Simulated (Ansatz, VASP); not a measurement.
Ta in VASP and in Ansatz

```xyz
1
Lattice="-1.6235 1.6235 1.6235 1.6235 -1.6235 1.6235 1.6235 1.6235 -1.6235" Properties=species:S:1:pos:R:3 pbc="T T T"
Ta    0.0000    0.0000    0.0000
```

Alike in both runs: functional LDA; k mesh 8 × 8 × 8; occupations gaussian, width 0.1 eV; no spin polarisation.

Ansatz relaxed the structure, and its values are those at the end. VASP's run is a single point on that final structure, the one shown.

|  | VASP | Ansatz |
| --- | --- | --- |
| version | VASP 6.6.1 | Ansatz 0.2.0 |
| potentials or method | VASP PAW LDA potentials, release 64 (Ta_pv), cutoff 520 eV | scalar-relativistic, plane waves, PAW |
| valence electrons in the cell | 11 | 13 |

VASP gave:

| Item | Value |
| --- | --- |
| gap on the k mesh at the Fermi level (eV) | none |
| pressure (GPa) | 1.0 |

Question: Which values does Ansatz return?

Answer: gap on the k mesh at the Fermi level (eV): none; pressure (GPa): 0.0.

Ansatz warns that its potentials were made for another functional, while VASP's fit it. LDA's correlation is that of Perdew and Zunger in VASP and of Perdew and Wang (1992) in Ansatz. A gap of «none» marks a metal or a gap that the smearing closes. VASP's potentials hold 11 valence electrons a cell and Ansatz's 13, so a difference there can come from the potentials and not from the codes.

Spin-orbit coupling is off throughout.
